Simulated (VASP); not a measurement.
Wanted: the native input for a VASP 6.6.1 run.

```yaml
Task: single point
Functional: LDA
Potentials_or_basis: VASP PAW LDA potentials, release 64 (Al, Ga_d, N_h)
Cutoff: 1330 eV
k_mesh: 6 × 6 × 6
Occupations: gaussian, width 0.05 eV
Spin: no spin polarisation
Dipole_correction: no
Further_INCAR_settings: ALGO = Normal; EDIFF = 1e-06; NBANDS = 41
```

The structure of AlGa3N4 lies in POSCAR:

```
AlGa3N4
1.0
    4.3824846439     -0.1549363258     -0.1549363258
   -0.1549363258      4.3824846439     -0.1549363258
   -0.1549363258     -0.1549363258      4.3824846439
Al Ga N
1 3 4
Direct
    0.0000000000      0.0000000000      0.0000000000
    0.5000000000      0.5000000000      0.0000000000
    0.5000000000      0.0000000000      0.5000000000
    0.0000000000      0.5000000000      0.5000000000
    0.7548078379      0.7548078379      0.2451921621
    0.7548078379      0.2451921621      0.7548078379
    0.2451921621      0.7548078379      0.7548078379
    0.2451921621      0.2451921621      0.2451921621
```

These files were run (other wordings do the same):

INCAR

```
ALGO     = Normal         # electronic algorithm
EDIFF    = 1E-6           # SCF threshold, eV
ENCUT    = 1330           # plane-wave cutoff, eV
GGA      = CA             # functional
GGA_COMPAT= False        
ISIF     = 2              # what is computed and relaxed
ISMEAR   = 0              # smearing method
LASPH    = True           # aspherical terms in the spheres
LCHARG   = True           # write CHGCAR
LELF     = True           # ELF
LREAL    = False          # projectors in reciprocal space
LVHAR    = True         
LWAVE    = False          # write WAVECAR
NBANDS   = 41             # bands
NELM     = 120            # most SCF steps
PREC     = Accurate       # precision mode
SIGMA    = 0.05           # smearing width, eV
```

KPOINTS

```
k-points
0
Gamma
  6 6 6
```

Potentials or basis: VASP PAW LDA potentials, release 64 (Al, Ga_d, N_h).

Launch:

```bash
$ cat potpaw_LDA.64/Al/POTCAR potpaw_LDA.64/Ga_d/POTCAR potpaw_LDA.64/N_h/POTCAR > POTCAR
$ mpirun -np 1 vasp_std > vasp.out
```

Results of the run:

```json
{"Pressure": "12.5 GPa", "Largest force": "2.208 eV/Å", "Band gap on the k mesh": "2.33 eV"}
```

Caveat: the cell stands under pressure; forces of over 1 eV/Å act on the atoms, so gaps and moduli don't describe the material at rest.

It took 8.3 min on 1 thread of Intel(R) Xeon(R) Platinum 8259CL CPU @ 2.50GHz (Skylake/Cascade Lake), with other jobs on the host, peak memory 0.55 GiB.
